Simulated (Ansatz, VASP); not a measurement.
**ZnS in VASP and in Ansatz**

```xyz
2
Lattice="-0.0141 2.6935 2.6935 2.6935 -0.0141 2.6935 2.6935 2.6935 -0.0141" Properties=species:S:1:pos:R:3 pbc="T T T"
Zn   -0.0024   -0.0024   -0.0024
S     1.3457    1.3457    1.3457
```

Change from the starting cell: epitaxial_111 strain +0.5%.

Alike in both runs: task single point; functional HSE06; k mesh 6 × 6 × 6; no spin polarisation.

```csv
,VASP,Ansatz
version,VASP 6.6.1,Ansatz 0.2.0
potentials or method,"VASP PAW PBE potentials, release 64 (Zn, S)","plane waves, PAW"
plane-wave cutoff (eV),520,420
occupations,"gaussian, width 0.01 eV",fixed
valence electrons in the cell,18,18
```

Ansatz gave:

```
gap on the k mesh at the Fermi level (eV)                     : 3.31
pressure (GPa)                                                : 1.0
traceless stress, the component that is largest in VASP (GPa) : 0.26
```

Q: Estimate VASP's values.

A: gap on the k mesh at the Fermi level (eV): 3.30; pressure (GPa): 1.0; traceless stress, the component that is largest in VASP (GPa): 0.26.

Ansatz's warnings: stress exchange threshold loose, stress scf threshold loose.
